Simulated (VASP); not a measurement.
# Fe (Pm-3m) in VASP: a series of runs, part 2 of 2

VASP 6.6.1.

### Step 3. Single point, PBE, collinear spin, antiferromagnetic start (12.29 Å³/atom)

This run uses another cell than the first one, of 12.29 Å³/atom.

The input, INCAR:

```
PREC = Accurate
ENCUT = 600
EDIFF = 1E-6
ISMEAR = -1
SIGMA = 0.05
LREAL = F
LASPH = T
NELM = 200
ALGO = Normal
ISIF = 2
LWAVE = F
LCHARG = F
ISPIN = 2
MAGMOM = 2.14 -2.14
LORBIT = 11
LMAXMIX = 4
GGA = PE
NBANDS = 19
GGA_COMPAT = F
```

The input, KPOINTS:

```
Automatic mesh
0
Gamma
  13 13 13
```

The input, POSCAR:

```
Fe
1.0
    0.0000000000      2.3076080320      2.3076080320
    2.3076080320      0.0000000000      2.3076080320
    2.3076080320      2.3076080320      0.0000000000
Fe
2
Direct
    0.0000000000      0.0000000000      0.0000000000
    0.5000000000      0.5000000000      0.5000000000
```

Potentials or basis: VASP PAW PBE potentials, release 64 (Fe).

On the command line:

```bash
$ cat potpaw_PBE.64/Fe/POTCAR > POTCAR
$ mpirun -np 1 vasp_std > vasp.out
```

OUTCAR:

```text
PREC = Accurate
   ENCUT = 600
   EDIFF = 1E-6
   ISMEAR = -1
   LREAL = F
   LASPH = T
   NELM = 200
   ISIF = 2
   ISPIN = 2
   LORBIT = 11
   GGA = PE

 ion  position               nearest neighbor table
   1  0.000  0.000  0.000-   2 2.31   2 2.31   2 2.31   2 2.31   2 2.31   2 2.31
   2  0.500  0.500  0.500-   1 2.31   1 2.31   1 2.31   1 2.31   1 2.31   1 2.31

  LATTYP: Found a face centered cubic cell.
 ALAT       =     4.6152160640

  Lattice vectors:

 A1 = (   0.0000000000,   2.3076080320,   2.3076080320)
 A2 = (   2.3076080320,   0.0000000000,   2.3076080320)
 A3 = (   2.3076080320,   2.3076080320,   0.0000000000)

Analysis of symmetry for initial positions (statically):
=====================================================================
 Subroutine PRICEL returns following result:

  LATTYP: Found a simple cubic cell.
 ALAT       =     2.3076080320
[... 12 lines left out ...]
 Subroutine GETGRP returns: Found 48 space group operations
 (whereof 48 operations were pure point group operations)
[... 744 lines left out ...]
      4       1.9487      1.00000
      5       1.9487      1.00000
      6       1.9487      1.00000
[... 517 lines left out ...]
     18      24.2434      0.00000
     19      26.3464      0.00000

 [... further k-points ...]

------------------------ aborting loop because EDIFF is reached ----------------------------------------

  FORCE on cell =-STRESS in cart. coord.  units (eV):
  Direction    XX          YY          ZZ          XY          YZ          ZX
  --------------------------------------------------------------------------------------
  -------------------------------------------------------------------------------------
  Total        0.0640409      0.0640409      0.0640409      0.0000000     -0.0000000      0.0000000
  in kB        4.1749527      4.1749527      4.1749527      0.0000000     -0.0000000      0.0000000
  external PRESSURE =       4.1749527 kB  Pullay stress =       0.0000000 kB

 VOLUME and BASIS-vectors are now :
 -----------------------------------------------------------------------------
  energy-cutoff  :      600.00
  volume of cell :       24.58
      direct lattice vectors                 reciprocal lattice vectors
     0.000000000  2.307608032  2.307608032    -0.216674580  0.216674580  0.216674580
     2.307608032  0.000000000  2.307608032     0.216674580 -0.216674580  0.216674580
     2.307608032  2.307608032  0.000000000     0.216674580  0.216674580 -0.216674580

 POSITION                                       TOTAL-FORCE (eV/Angst)
 -----------------------------------------------------------------------------------
      0.00000      0.00000      0.00000        -0.000000      0.000000     -0.000000
      2.30761      2.30761      2.30761         0.000000     -0.000000      0.000000
 -----------------------------------------------------------------------------------
    total drift:                                0.000000      0.000000      0.000000

  FREE ENERGIE OF THE ION-ELECTRON SYSTEM (eV)
  ---------------------------------------------------
  free  energy   TOTEN  =       -14.2915627063 eV

  energy  without entropy=      -14.2306298149  energy(sigma->0) =      -14.26109626

 total charge

# of ion       s       p       d       tot
------------------------------------------
    1        0.518   0.466   6.329   7.312
    2        0.518   0.466   6.329   7.312
--------------------------------------------------
tot          1.035   0.932  12.658  14.625

 magnetization (x)

# of ion       s       p       d       tot
------------------------------------------
    1        0.033   0.019   1.411   1.464
    2       -0.033  -0.019  -1.411  -1.464
--------------------------------------------------
tot          0.000   0.000   0.000   0.000
```

OSZICAR:

```text
N       E                     dE             d eps       ncg     rms          rms(c)
DAV:   1     0.832685681649E+02    0.83269E+02   -0.77460E+03  6848   0.119E+03
DAV:   2    -0.126264907024E+02   -0.95895E+02   -0.84188E+02  6417   0.209E+02
DAV:   3    -0.163743220899E+02   -0.37478E+01   -0.34776E+01  7105   0.530E+01
DAV:   4    -0.164075050993E+02   -0.33183E-01   -0.33150E-01  7070   0.468E+00
DAV:   5    -0.164078791450E+02   -0.37405E-03   -0.37404E-03  7180   0.461E-01    0.138E+01
DAV:   6    -0.145626655315E+02    0.18452E+01   -0.61125E+00  7136   0.521E+01    0.620E+00
DAV:   7    -0.143149347080E+02    0.24773E+00   -0.71253E-01  7093   0.162E+01    0.277E+00
DAV:   8    -0.143019300654E+02    0.13005E-01   -0.81743E-03  7023   0.741E-01    0.104E+00
DAV:   9    -0.142923045779E+02    0.96255E-02   -0.11842E-03  9624   0.498E-01    0.282E-01
DAV:  10    -0.142915458558E+02    0.75872E-03   -0.32714E-04  9134   0.188E-01    0.614E-02
DAV:  11    -0.142915667762E+02   -0.20920E-04   -0.27929E-05  6987   0.490E-02    0.344E-02
DAV:  12    -0.142915631763E+02    0.35999E-05   -0.60298E-06  7667   0.379E-02    0.159E-02
DAV:  13    -0.142915621514E+02    0.10248E-05   -0.62280E-07  3719   0.936E-03    0.115E-02
DAV:  14    -0.142915627063E+02   -0.55486E-06   -0.28203E-06  3636   0.212E-02
   1 F= -.14291563E+02 E0= -.14261096E+02  d E =-.609329E-01  mag=    -0.0000
```

stdout:

```text
POSCAR found type information on POSCAR Fe
 POSCAR found :  1 types and       2 ions
 scaLAPACK will be used
 LDA part: xc-table for (Slater+PW92), standard interpolation
 POSCAR, INCAR and KPOINTS ok, starting setup
 FFT: planning ... GRIDC
 FFT: planning ... GRID_SOFT
 FFT: planning ... GRID
 WAVECAR not read
 entering main loop
```

Run time: 97 s. Hardware: 1 thread of Intel Xeon 6975P-C, shared host; peak memory 0.22 GiB.

Results:

```
Free energy                                           : -14.2916 eV
Pressure                                              : 0.4 GPa
Band gap on the k mesh                                : zero (filled and empty bands overlap)
Net moment                                            : 0.00 μB per cell
Site moments                                          : Fe +1.46, -1.46 μB
Valence electrons inside the program's atomic spheres : Fe 7.31
```

Caveat: the antiferromagnetic order is the one typed at the start, and another may lie lower.

### Step 4. Single point, PBE, collinear spin, antiferromagnetic start (12.82 Å³/atom)

This run uses another cell than the first one, of 12.82 Å³/atom.

The input, INCAR:

```
SYSTEM = Fe
  PREC = Accurate
  ENCUT = 600
  EDIFF = 1E-6
  ISMEAR = -1
  SIGMA = 0.05
  LREAL = .FALSE.
  LASPH = .TRUE.
  NELM = 200
  ALGO = Normal
  ISIF = 2
  LWAVE = .FALSE.
  LCHARG = .FALSE.
  ISPIN = 2
  MAGMOM = 2.14 -2.14
  LORBIT = 11
  LMAXMIX = 4
  GGA = PE
  NBANDS = 19
  GGA_COMPAT = .FALSE.
```

The input, KPOINTS:

```
regular mesh
0
G
  13 13 13
  0 0 0
```

The input, POSCAR:

```
Fe
1.0
    0.0000000000      2.3405783155      2.3405783155
    2.3405783155      0.0000000000      2.3405783155
    2.3405783155      2.3405783155      0.0000000000
Fe
2
Direct
    0.0000000000      0.0000000000      0.0000000000
    0.5000000000      0.5000000000      0.5000000000
```

Potentials or basis: VASP PAW PBE potentials, release 64 (Fe).

On the command line:

```bash
$ cat potpaw_PBE.64/Fe/POTCAR > POTCAR
$ mpirun -np 1 vasp_std > vasp.out
```

OUTCAR:

```text
SYSTEM = Fe
   PREC = Accurate
   ENCUT = 600
   EDIFF = 1E-6
   ISMEAR = -1
   LREAL = .FALSE.
   LASPH = .TRUE.
   NELM = 200
   ISIF = 2
   ISPIN = 2
   LORBIT = 11
   GGA = PE

 ion  position               nearest neighbor table
   1  0.000  0.000  0.000-   2 2.34   2 2.34   2 2.34   2 2.34   2 2.34   2 2.34
   2  0.500  0.500  0.500-   1 2.34   1 2.34   1 2.34   1 2.34   1 2.34   1 2.34

  LATTYP: Found a face centered cubic cell.
 ALAT       =     4.6811566310

  Lattice vectors:

 A1 = (   0.0000000000,   2.3405783155,   2.3405783155)
 A2 = (   2.3405783155,   0.0000000000,   2.3405783155)
 A3 = (   2.3405783155,   2.3405783155,   0.0000000000)

Analysis of symmetry for initial positions (statically):
=====================================================================
 Subroutine PRICEL returns following result:

  LATTYP: Found a simple cubic cell.
 ALAT       =     2.3405783155
[... 12 lines left out ...]
 Subroutine GETGRP returns: Found 48 space group operations
 (whereof 48 operations were pure point group operations)
 out of a pool of 48 trial point group operations.

The static configuration has the point symmetry O_h .

Analysis of symmetry for dynamics (positions and initial velocities):
=====================================================================
 Subroutine PRICEL returns following result:

  LATTYP: Found a simple cubic cell.
 ALAT       =     2.3405783155
[... 12 lines left out ...]
 Subroutine GETGRP returns: Found 48 space group operations
 (whereof 48 operations were pure point group operations)
 out of a pool of 48 trial point group operations.

The dynamic configuration has the point symmetry O_h .

Analysis of structural, dynamic, and magnetic symmetry:
=====================================================================
 Subroutine PRICEL returns following result:

  LATTYP: Found a simple cubic cell.
 ALAT       =     2.3405783155
[... 12 lines left out ...]
 Subroutine GETGRP returns: Found 48 space group operations
 (whereof 48 operations were pure point group operations)
 out of a pool of 48 trial point group operations.

The overall configuration has the point symmetry O_h .

 Subroutine INISYM returns: Found 48 space group operations
 (whereof 48 operations are pure point group operations),
 and found     2 'primitive' translations

----------------------------------------------------------------------------------------

                                     Primitive cell

  volume of cell :      12.8224

  direct lattice vectors                    reciprocal lattice vectors
    -2.340578316  0.000000000  0.000000000    -0.427244837  0.000000000  0.000000000
     0.000000000  0.000000000  2.340578316     0.000000000  0.000000000  0.427244837
     0.000000000  2.340578316  0.000000000     0.000000000  0.427244837  0.000000000

  length of vectors
     2.340578316  2.340578316  2.340578316     0.427244837  0.427244837  0.427244837

  position of ions in fractional coordinates (direct lattice)
     0.000000000  0.000000000  0.000000000

  ion indices of the primitive-cell ions
   primitive index   ion index
                 1           1

----------------------------------------------------------------------------------------

 KPOINTS: regular mesh

Automatic generation of k-mesh.
 Grid dimensions read from file:
 generate k-points for:   13   13   13

 Generating k-lattice:

[... 56 lines left out ...]
   LNONCOLLINEAR =      F non collinear calculations
   LSORBIT =      F    spin-orbit coupling
   LASPH  =      T    aspherical Exc in radial PAW
   ENCUT  =  600.0 eV  44.10 Ry    6.64 a.u.   6.61  6.61  6.61*2*pi/ulx,y,z
   NELM   =    200;   NELMIN=  2; NELMDL= -5     # of ELM steps
   EDIFF  = 0.1E-05   stopping-criterion for ELM
   LREAL  =      F    real-space projection
   EDIFFG = 0.1E-04   stopping-criterion for IOM
   NSW    =      0    number of steps for IOM
   IBRION =     -1    ionic relax: 0-MD 1-quasi-New 2-CG
   NFREE  =      0    steps in history (QN), initial steepest desc. (CG)
   ISIF   =      2    stress and relaxation
   ISYM   =      2    0-nonsym 1-usesym 2-fastsym
   POTIM  = 0.5000    time-step for ionic-motion
   TEBEG  =    0.0;   TEEND  =   0.0 temperature during run
   PSTRESS=    0.0 pullay stress
   NELECT =      16.0000    total number of electrons
   NUPDOWN=      -1.0000    fix difference up-down
   EMIN   =  10.00;   EMAX   =-10.00  energy-range for DOS
   EFERMI =   0.00;   METHOD = LEGACY
   ISMEAR =    -1;   SIGMA  =   0.05  broadening in eV -4-tet -1-fermi 0-gaus
   EFERMI_NEDOS =   21; number of points for ismear=-14 and -15
   IALGO  =     38    algorithm
   IMIX   =      4    mixing-type and parameters
     AMIX     =   0.40;   BMIX     =  1.00
     AMIX_MAG =   1.60;   BMIX_MAG =  1.00
  volume/ion in A,a.u.               =      12.82        86.53
  Fermi-wavevector in a.u.,A,eV,Ry     =   1.398884  2.643507 26.624914  1.956876
  Thomas-Fermi vector in A             =   2.521998
   LORBIT       =     11    0 simple, 1 ext, 2 COOP (PROOUT), +10 PAW based schemes
   GGA     = PE    functional components
   LHFCALC =     F    Hartree Fock is set to
   AEXX    =    0.0000 exact exchange contribution
   IVDW    =     0    specifies the selected vdW correction
   LEPSILON=     F    determine dielectric tensor
   LRPA    =     F    only Hartree local field effects (RPA)
 spin polarized calculation
  energy-cutoff  :      600.00
  volume of cell :       25.64
 maximum number of plane-waves:       881
   NGX = 13   NGY = 13   NGZ = 13

 number of electron      16.0000002 magnetization       0.0000000

 number of electron      16.0000002 magnetization      -0.0000000

 Free energy of the ion-electron system (eV)
  ---------------------------------------------------
  ext. energy  EPLUGINS =         0.00000000
  ---------------------------------------------------
  free energy    TOTEN  =       -14.30955059 eV

  energy without entropy =      -14.26281089  energy(sigma->0) =      -14.28618074

 E-fermi :   5.2963     XC(G=0): -12.3655

 val. band max:        5.2942411907   @ k =   0.4615   0.3077   0.1538
 cond. band min:       5.2992323675   @ k =  -0.3077   0.0769   0.0000
 fundamental gap:      0.0049911768
 Fermi energy:         5.2963008615

 spin component 1

 k-point     1 :       0.0000    0.0000    0.0000
  band No.  band energies     occupation
      1      -2.8745      1.00000
      2       1.4225      1.00000
      3       1.4226      1.00000
      4       1.5911      1.00000
      5       1.5911      1.00000
      6       1.5912      1.00000
[... 517 lines left out ...]
     18      23.3485      0.00000
     19      25.3775      0.00000

 [... further k-points ...]

 spin component 2

 k-point     1 :       0.0000    0.0000    0.0000
  band No.  band energies     occupation
      1      -2.8745      1.00000
      2       1.4225      1.00000
      3       1.4226      1.00000
      4       1.5911      1.00000
      5       1.5911      1.00000
      6       1.5912      1.00000
[... 517 lines left out ...]
     18      23.3485      0.00000
     19      25.3775      0.00000

 [... further k-points ...]

------------------------ aborting loop because EDIFF is reached ----------------------------------------

  FORCE on cell =-STRESS in cart. coord.  units (eV):
  Direction    XX          YY          ZZ          XY          YZ          ZX
  --------------------------------------------------------------------------------------
  -------------------------------------------------------------------------------------
  Total        0.3928098      0.3928098      0.3928098      0.0000000      0.0000000     -0.0000000
  in kB       24.5410630     24.5410630     24.5410630      0.0000000      0.0000000     -0.0000000
  external PRESSURE =      24.5410630 kB  Pullay stress =       0.0000000 kB

 VOLUME and BASIS-vectors are now :
 -----------------------------------------------------------------------------
  energy-cutoff  :      600.00
  volume of cell :       25.64
      direct lattice vectors                 reciprocal lattice vectors
     0.000000000  2.340578316  2.340578316    -0.213622418  0.213622418  0.213622418
     2.340578316  0.000000000  2.340578316     0.213622418 -0.213622418  0.213622418
     2.340578316  2.340578316  0.000000000     0.213622418  0.213622418 -0.213622418

 POSITION                                       TOTAL-FORCE (eV/Angst)
 -----------------------------------------------------------------------------------
      0.00000      0.00000      0.00000        -0.000000      0.000000      0.000000
      2.34058      2.34058      2.34058         0.000000     -0.000000     -0.000000
 -----------------------------------------------------------------------------------
    total drift:                                0.000000      0.000000      0.000000

  FREE ENERGIE OF THE ION-ELECTRON SYSTEM (eV)
  ---------------------------------------------------
  free  energy   TOTEN  =       -14.3095505925 eV

  energy  without entropy=      -14.2628108888  energy(sigma->0) =      -14.28618074

 total charge

# of ion       s       p       d       tot
------------------------------------------
    1        0.517   0.464   6.248   7.228
    2        0.517   0.464   6.248   7.228
--------------------------------------------------
tot          1.033   0.927  12.495  14.455

 magnetization (x)

# of ion       s       p       d       tot
------------------------------------------
    1        0.051   0.027   1.952   2.031
    2       -0.051  -0.027  -1.952  -2.031
--------------------------------------------------
tot          0.000   0.000   0.000   0.000
```

Run time: 100 s. Hardware: 1 thread of Intel Xeon 6975P-C, shared host; peak memory 0.22 GiB.

What came out:

| Quantity | Value |
| --- | --- |
| Free energy | -14.3096 eV |
| Pressure | 2.5 GPa |
| Band gap on the k mesh | zero (filled and empty bands overlap) |
| Net moment | 0.00 μB per cell |
| Site moments | Fe +2.03, -2.03 μB |
| Valence electrons inside the program's atomic spheres | Fe 7.23 |

Caveat: the antiferromagnetic order is the one typed at the start, and another may lie lower.
